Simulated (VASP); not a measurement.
Set up this calculation in VASP 6.6.1, as the native input.

```
Task                   : single point
Functional             : PBEsol
Potentials or basis    : VASP PAW PBE potentials, release 64 (Pt)
Cutoff                 : 520 eV
k mesh                 : 22 × 22 × 22
Occupations            : gaussian, width 0.15 eV
Spin                   : no spin polarisation
Dipole correction      : no
Further INCAR settings : ALGO = Fast; EDIFF = 1e-06; NBANDS = 11
```

The structure of Pt lies in POSCAR:

```
Pt
1.0
   -1.5604422864      1.5604422864      1.5604422864
    1.5604422864     -1.5604422864      1.5604422864
    1.5604422864      1.5604422864     -1.5604422864
Pt
1
Direct
    0.0000000000      0.0000000000      0.0000000000
```

One way to write it, as run:

INCAR

```
SYSTEM = Pt
ALGO     = Fast           ! electronic algorithm
EDIFF    = 1E-6           ! SCF threshold, eV
ENCUT    = 520            ! plane-wave cutoff, eV
GGA      = PS             ! functional
ISIF     = 2              ! what is computed and relaxed
ISMEAR   = 0              ! smearing method
LASPH    = .TRUE.         ! aspherical terms in the spheres
LCHARG   = .FALSE.        ! write CHGCAR
LREAL    = .FALSE.        ! projectors in reciprocal space
LWAVE    = .FALSE.        ! write WAVECAR
NBANDS   = 11             ! bands
NELM     = 80             ! most SCF steps
PREC     = Accurate       ! precision mode
SIGMA    = 0.15           ! smearing width, eV
```

KPOINTS

```
k-points
0
G
  22 22 22
  0 0 0
```

Potentials or basis: VASP PAW PBE potentials, release 64 (Pt).

Command:

```sh
$ cat potpaw_PBE.64/Pt/POTCAR > POTCAR
$ mpirun -np 1 vasp_std > vasp.out
```

Results of the run:

The pressure is -0.2 GPa and the band gap on the k mesh is zero (band 5 reaches 11.82 eV, above the bottom of band 6 at 9.52 eV).

Caveat: the PAW data sets were made with another functional, which shifts forces and pressure a little; spin-orbit coupling is left out, which moves the levels of the heavy elements.

Wall time 24 s on 1 thread of Intel(R) Xeon(R) Platinum 8488C (Sapphire Rapids), with other jobs on the host, peak memory 0.16 GiB.
